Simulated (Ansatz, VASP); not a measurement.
**Au: VASP beside Ansatz**

```
CELL_PARAMETERS angstrom
0.00000 2.71543 2.71543
2.71543 0.00000 2.71543
2.71543 2.71543 0.00000
ATOMIC_POSITIONS crystal
Au 0.87500 0.87500 0.87500
Au 0.12500 0.12500 0.12500
```

Change from the starting cell: volume scaled by 0.76, LAPW.

Alike in both runs: task single point; functional LDA; k mesh 12 × 12 × 12; occupations fermi-dirac, width 0.1 eV; no spin polarisation.

|  | VASP | Ansatz |
| --- | --- | --- |
| version | VASP 6.6.1 | Ansatz 0.2.0 |
| potentials or method | VASP PAW LDA potentials, release 64 (Au), cutoff 520 eV | all-electron LAPW, scalar-relativistic |

|  | VASP | Ansatz | Ansatz less VASP |
| --- | --- | --- | --- |
| pressure (GPa) | 47.5 | 47.3 | -0.16 |

LDA's correlation is that of Perdew and Zunger in VASP and of Perdew and Wang (1992) in Ansatz. Both programs put the cell under a high pressure, so it lies far from rest at this level. Ansatz ran all-electron here, and VASP with PAW potentials.

Neither program's run includes spin-orbit coupling.
